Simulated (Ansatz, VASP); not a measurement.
**Two plane-wave programs on BiTe**

The input INCAR:

```
PREC = Accurate ; ENCUT = 520
EDIFF = 1E-6 ; ISMEAR = 0
SIGMA = 0.15 ; LREAL = False
LASPH = True ; NELM = 80
ALGO = Normal ; ISIF = 2
LWAVE = False ; LCHARG = False
GGA = PE ; NBANDS = 18
```

Contents of KPOINTS:

```
Automatic mesh
0
Gamma
  12 12 12
```

POSCAR

```
BiTe
1.0
    0.0000000000      3.2511939987      3.4030247584
    3.2511939987      0.0000000000      3.4030247584
    3.2511939987      3.2511939987      0.0000000000
Bi Te
1 1
Direct
    0.0305179670      0.0305179670     -0.0305179670
    0.4500183625      0.4500183625      0.5499816375
```

Input for Ansatz:

```yaml
crystal:
  lattice:
    - [0.0, 3.2511939987, 3.4030247584]
    - [3.2511939987, 0.0, 3.4030247584]
    - [3.2511939987, 3.2511939987, 0.0]
  atoms:
    - { symbol: Bi, position: [0.030517967, 0.030517967, -0.030517967] }
    - { symbol: Te, position: [0.4500183625, 0.4500183625, 0.5499816375] }
basis:
  ecutwfc: 420
kpoints:
  mp_grid: { grid: [12, 12, 12] }
hamiltonian:
  xc: pbe
scf:
  occupations: { method: gaussian, width: 0.15 }
output:
  forces: true
  stress: true
  eigenvalues: true
  write_density: true
  write_potential: true
  elf: true
  volumetric_format: npy
```

Change from the starting cell: mode 6 frozen in at -0.325 Å, normal strain along z +0.0467.

Alike in both runs: task single point; functional PBE; k mesh 12 × 12 × 12; occupations gaussian, width 0.15 eV; no spin polarisation.

|  | VASP | Ansatz |
| --- | --- | --- |
| version | VASP 6.6.1 | Ansatz 0.2.0 |
| potentials or method | VASP PAW PBE potentials, release 64 (Bi_d, Te), cutoff 520 eV | scalar-relativistic, plane waves, PAW |
| valence electrons in the cell | 21 | 31 |

```tsv
	VASP	Ansatz	Ansatz less VASP
gap on the k mesh at the Fermi level (eV)	none	none	-
pressure (GPa)	2.0	2.0	+0.03
traceless stress, the component that is largest in VASP (GPa)	1.75	1.70	-0.053
rms of the force components (eV/Å)	0.722	0.715	-0.0072
```

Atom by atom the forces differ by 0.007 eV/Å (rms over components). A gap of «none» marks a metal or a gap that the smearing closes. VASP's potentials hold 21 valence electrons a cell and Ansatz's 31, so a difference there can come from the potentials and not from the codes.

Spin-orbit coupling is off throughout.
